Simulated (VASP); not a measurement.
# Hg (R-3m) in VASP: further runs

The runs below take Hg through single point, with LDA.

Everything below comes from runs of VASP 6.6.1. Logs are shortened: lines on timing, memory, paths and dates and some standing lists are left out, and cuts for length are marked.

### 1 The cell of the first run

The structure is trigonal, space group R-3m (No. 166). The conventional cell has a = 3.448 Å, b = 3.448 Å, c = 6.680 Å, α = 90.00°, β = 90.00°, γ = 120.00°. Hg (site symmetry -3m) has 12 Hg at 2.99 to 3.45 Å within 3.9 Å.

### 2 Single point, LDA (22.93 Å³/atom)

The input, INCAR:

```
PREC     = Accurate       # precision mode
ENCUT    = 520            # plane-wave cutoff, eV
EDIFF    = 1E-6           # SCF threshold, eV
ISMEAR   = -1             # smearing method
SIGMA    = 0.03           # smearing width, eV
LREAL    = False          # projectors in reciprocal space
LASPH    = True           # aspherical terms in the spheres
NELM     = 80             # most SCF steps
ALGO     = Normal         # electronic algorithm
ISIF     = 2              # what is computed and relaxed
LWAVE    = False          # write WAVECAR
LCHARG   = True           # write CHGCAR
GGA      = CA             # functional
LELF     = True           # ELF
LVHAR    = True         
NBANDS   = 12             # bands
```

The input, KPOINTS:

```
Automatic mesh
0
Gamma
  12 12 12
```

The input, POSCAR:

```
Hg
1.0
    1.7242144574      0.9954756811      2.2265283723
   -1.7242144574      0.9954756811      2.2265283723
    0.0000000000     -1.9909513622      2.2265283723
Hg
1
Direct
    0.0000000000      0.0000000000      0.0000000000
```

Potentials or basis: VASP PAW LDA potentials, release 64 (Hg).

Started as:

```sh
$ cat potpaw_LDA.64/Hg/POTCAR > POTCAR
$ mpirun -np 1 vasp_std > vasp.out
```

OUTCAR:

```text
PREC = Accurate
   ENCUT = 520
   EDIFF = 1E-6
   ISMEAR = -1
   LREAL = False
   LASPH = True
   NELM = 80
   ISIF = 2
   GGA = CA

 ion  position               nearest neighbor table
   1  0.000  0.000  0.000-

  LATTYP: Found a trigonal (rhomboedric) cell.
 ALAT       =     2.9868571977
 COS(alpha) =     0.3335253404

  Lattice vectors:

 A1 = (   1.7242144574,   0.9954756811,   2.2265283723)
 A2 = (  -1.7242144574,   0.9954756811,   2.2265283723)
 A3 = (   0.0000000000,  -1.9909513622,   2.2265283723)

Analysis of symmetry for initial positions (statically):
=====================================================================
 Subroutine PRICEL returns:
 Original cell was already a primitive cell.

 Routine SETGRP: Setting up the symmetry group for a
 trigonal (rhombohedral) supercell.

 Subroutine GETGRP returns: Found 12 space group operations
 (whereof 12 operations were pure point group operations)
 out of a pool of 12 trial point group operations.

The static configuration has the point symmetry D_3d.

Analysis of symmetry for dynamics (positions and initial velocities):
=====================================================================
 Subroutine PRICEL returns:
 Original cell was already a primitive cell.

 Routine SETGRP: Setting up the symmetry group for a
 trigonal (rhombohedral) supercell.

 Subroutine GETGRP returns: Found 12 space group operations
 (whereof 12 operations were pure point group operations)
 out of a pool of 12 trial point group operations.

The dynamic configuration has the point symmetry D_3d.

 Subroutine INISYM returns: Found 12 space group operations
 (whereof 12 operations are pure point group operations),
 and found     1 'primitive' translations

----------------------------------------------------------------------------------------

                                     Primitive cell

  volume of cell :      22.9299

  direct lattice vectors                    reciprocal lattice vectors
     1.724214457  0.995475681  2.226528372     0.289987129  0.167424147  0.149709897
    -1.724214457  0.995475681  2.226528372    -0.289987129  0.167424147  0.149709897
     0.000000000 -1.990951362  2.226528372     0.000000000 -0.334848294  0.149709897

  length of vectors
     2.986857198  2.986857198  2.986857198     0.366792084  0.366792084  0.366792084

  position of ions in fractional coordinates (direct lattice)
     0.000000000  0.000000000  0.000000000

  ion indices of the primitive-cell ions
[... 75 lines left out ...]
   LREAL  =      F    real-space projection
   EDIFFG = 0.1E-04   stopping-criterion for IOM
   NSW    =      0    number of steps for IOM
   IBRION =     -1    ionic relax: 0-MD 1-quasi-New 2-CG
   NFREE  =      0    steps in history (QN), initial steepest desc. (CG)
   ISIF   =      2    stress and relaxation
   ISYM   =      2    0-nonsym 1-usesym 2-fastsym
   POTIM  = 0.5000    time-step for ionic-motion
   TEBEG  =    0.0;   TEEND  =   0.0 temperature during run
   PSTRESS=    0.0 pullay stress
   NELECT =      12.0000    total number of electrons
   NUPDOWN=      -1.0000    fix difference up-down
   EMIN   =  10.00;   EMAX   =-10.00  energy-range for DOS
   EFERMI =   0.00;   METHOD = LEGACY
   ISMEAR =    -1;   SIGMA  =   0.03  broadening in eV -4-tet -1-fermi 0-gaus
   EFERMI_NEDOS =   21; number of points for ismear=-14 and -15
   IALGO  =     38    algorithm
   IMIX   =      4    mixing-type and parameters
     AMIX     =   0.40;   BMIX     =  1.00
     AMIX_MAG =   1.60;   BMIX_MAG =  1.00
  volume/ion in A,a.u.               =      22.93       154.74
  Fermi-wavevector in a.u.,A,eV,Ry     =   1.319273  2.493065 23.680696  1.740482
  Thomas-Fermi vector in A             =   2.449183
   LORBIT       =      0    0 simple, 1 ext, 2 COOP (PROOUT), +10 PAW based schemes
   GGA     = CA    functional components
   LHFCALC =     F    Hartree Fock is set to
   AEXX    =    0.0000 exact exchange contribution
   IVDW    =     0    specifies the selected vdW correction
   LEPSILON=     F    determine dielectric tensor
   LRPA    =     F    only Hartree local field effects (RPA)
 non-spin polarized calculation
  energy-cutoff  :      520.00
  volume of cell :       22.93
 maximum number of plane-waves:       636
 NGX is ok and might be reduce to    24
   NGX = 11   NGY = 11   NGZ = 11

 number of electron      12.0000002 magnetization

 Free energy of the ion-electron system (eV)
  ---------------------------------------------------
  ext. energy  EPLUGINS =         0.00000000
  ---------------------------------------------------
  free energy    TOTEN  =        -0.96113704 eV

  energy without entropy =       -0.95980298  energy(sigma->0) =       -0.96047001

 E-fermi :   2.6981     XC(G=0): -11.3188

 val. band max:        2.6857706845   @ k =  -0.3333   0.5000   0.1667
 cond. band min:       2.7823317093   @ k =   0.5000   0.1667   0.0833
 fundamental gap:      0.0965610247
 Fermi energy:         2.6981261203

 k-point     1 :       0.0000    0.0000    0.0000
  band No.  band energies     occupation
      1      -6.6608      2.00000
      2      -5.0142      2.00000
      3      -5.0142      2.00000
      4      -3.6598      2.00000
      5      -3.4764      2.00000
      6      -3.4764      2.00000
      7      15.0332      0.00000
      8      15.4922      0.00000
      9      15.4922      0.00000
     10      20.1343      0.00000
     11      21.3678      0.00000
     12      21.3678      0.00000
[... 331 lines left out ...]
 k-point    24 :      -0.4167    0.1667    0.0000
  band No.  band energies     occupation
      1      -5.3486      2.00000
      2      -4.8316      2.00000
      3      -3.8686      2.00000
      4      -3.6624      2.00000
      5      -3.2786      2.00000
      6       0.0051      2.00000
      7       2.5878      1.95060
      8      11.1917      0.00000
      9      15.5648      0.00000
     10      18.7888      0.00000
     11      21.7113      0.00000
     12      22.8684      0.00000

 [... further k-points ...]
[... 5 lines left out ...]
  --------------------------------------------------------------------------------------
  -------------------------------------------------------------------------------------
  Total       -0.0585463     -0.0585463     -0.1415642      0.0000000      0.0000000      0.0000000
  in kB       -4.0908036     -4.0908036     -9.8915113      0.0000000      0.0000000      0.0000000
  external PRESSURE =      -6.0243728 kB  Pullay stress =       0.0000000 kB

 VOLUME and BASIS-vectors are now :
 -----------------------------------------------------------------------------
  energy-cutoff  :      520.00
  volume of cell :       22.93
      direct lattice vectors                 reciprocal lattice vectors
     1.724214457  0.995475681  2.226528372     0.289987129  0.167424147  0.149709897
    -1.724214457  0.995475681  2.226528372    -0.289987129  0.167424147  0.149709897
     0.000000000 -1.990951362  2.226528372     0.000000000 -0.334848294  0.149709897

 POSITION                                       TOTAL-FORCE (eV/Angst)
 -----------------------------------------------------------------------------------
      0.00000      0.00000      0.00000         0.000000     -0.000000     -0.000000
 -----------------------------------------------------------------------------------
    total drift:                                0.000000     -0.000000      0.000000

  FREE ENERGIE OF THE ION-ELECTRON SYSTEM (eV)
  ---------------------------------------------------
  free  energy   TOTEN  =        -0.9611370415 eV

  energy  without entropy=       -0.9598029778  energy(sigma->0) =       -0.96047001
```

OSZICAR:

```text
N       E                     dE             d eps       ncg     rms          rms(c)
DAV:   1     0.721367066716E+02    0.72137E+02   -0.66973E+03  4872   0.973E+02
DAV:   2     0.181834978758E+00   -0.71955E+02   -0.67257E+02  4944   0.229E+02
DAV:   3    -0.102637366205E+01   -0.12082E+01   -0.12075E+01  5392   0.329E+01
DAV:   4    -0.102749474960E+01   -0.11211E-02   -0.11211E-02  5068   0.104E+00
DAV:   5    -0.102749632648E+01   -0.15769E-05   -0.15770E-05  5364   0.378E-02    0.448E+00
DAV:   6    -0.968761959776E+00    0.58734E-01   -0.13300E-01  5360   0.415E+00    0.326E+00
DAV:   7    -0.961982079496E+00    0.67799E-02   -0.16016E-02  5340   0.118E+00    0.140E+00
DAV:   8    -0.961132443009E+00    0.84964E-03   -0.14411E-03  4868   0.534E-01    0.560E-02
DAV:   9    -0.961136002589E+00   -0.35596E-05   -0.31014E-06  5444   0.212E-02    0.133E-02
DAV:  10    -0.961137040891E+00   -0.10383E-05   -0.12361E-06  4788   0.136E-02    0.979E-04
DAV:  11    -0.961137041475E+00   -0.58390E-09   -0.13217E-08  2432   0.108E-03
   1 F= -.96113704E+00 E0= -.96047001E+00  d E =-.133406E-02
```

Run time: 29 s. Hardware: 1 thread of Intel Xeon 8259CL, shared host; peak memory 0.17 GiB.

What came out:

* Free energy: -0.9611 eV
* Pressure: -0.6 GPa
* Band gap on the k mesh: zero (bands 6 and 7 overlap by 3.38 eV)

Levels at points of the mesh, in eV from the Fermi level:
| k point | band 4 | band 5 | band 6 | band 7 | band 8 | band 9 |
| --- | --- | --- | --- | --- | --- | --- |
| (0.00, 0.00, 0.00) | -6.36 | -6.17 | -6.17 | 12.34 | 12.79 | 12.79 |
| (0.50, 0.00, 0.00) | -6.23 | -5.83 | -2.07 | -2.05 | 12.52 | 12.79 |
| (0.50, 0.50, 0.00) | -5.89 | -5.35 | -0.15 | 0.93 | 4.78 | 10.10 |
| (0.50, 0.50, 0.50) | -5.45 | -5.45 | -0.19 | 1.43 | 9.51 | 9.51 |

Caveat: spin-orbit coupling is left out, which moves the levels of the heavy elements.

(Continued in part 2 of 2.)
